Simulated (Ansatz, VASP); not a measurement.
## Ru: VASP beside Ansatz

The input INCAR:

```
SYSTEM = Ru
PREC = Accurate
ENCUT = 520
EDIFF = 1E-6
ISMEAR = 0
SIGMA = 0.15
LREAL = .FALSE.
LASPH = .TRUE.
NELM = 60
ALGO = Fast
ISIF = 2
LWAVE = .FALSE.
LCHARG = .FALSE.
GGA = PE
NBANDS = 13
```

The input KPOINTS:

```
regular mesh
0
G
  22 22 22
  0 0 0
```

File POSCAR:

```
Ru
1.0
    0.0000000000      2.0233863442      1.7338397583
    2.0233863442      0.0000000000      1.7338397583
    2.0233863442      2.0233863442      0.0000000000
Ru
1
Direct
    0.0000000000      0.0000000000      0.0000000000
```

Input for Ansatz:

```yaml
crystal:
  lattice:
    - [0.0, 2.0233863442, 1.7338397583]
    - [2.0233863442, 0.0, 1.7338397583]
    - [2.0233863442, 2.0233863442, 0.0]
  atoms:
    - { symbol: Ru, position: [0.0, 0.0, 0.0] }
basis:
  ecutwfc: 420
kpoints:
  mp_grid: { grid: [22, 22, 22] }
hamiltonian:
  xc: pbe
scf:
  occupations: { method: gaussian, width: 0.15 }
output:
  forces: true
  stress: true
  eigenvalues: true
  write_density: true
  write_potential: true
  elf: true
  volumetric_format: npy
```

Alike in both runs: task single point; functional PBE; k mesh 22 × 22 × 22; occupations gaussian, width 0.15 eV; no spin polarisation.

|  | VASP | Ansatz |
| --- | --- | --- |
| version | VASP 6.6.1 | Ansatz 0.2.0 |
| potentials or method | VASP PAW PBE potentials, release 64 (Ru_pv), cutoff 520 eV | scalar-relativistic, plane waves, PAW |
| valence electrons in the cell | 14 | 16 |

Ansatz gave:

```
gap on the k mesh at the Fermi level (eV)                     : none
pressure (GPa)                                                : -4.5
traceless stress, the component that is largest in VASP (GPa) : 23.35
```

Problem. Which values does VASP return?

Solution. gap on the k mesh at the Fermi level (eV): none; pressure (GPa): -4.7; traceless stress, the component that is largest in VASP (GPa): 23.31.

A gap of «none» marks a metal or a gap that the smearing closes. VASP's potentials hold 14 valence electrons a cell and Ansatz's 16, so a difference there can come from the potentials and not from the codes.
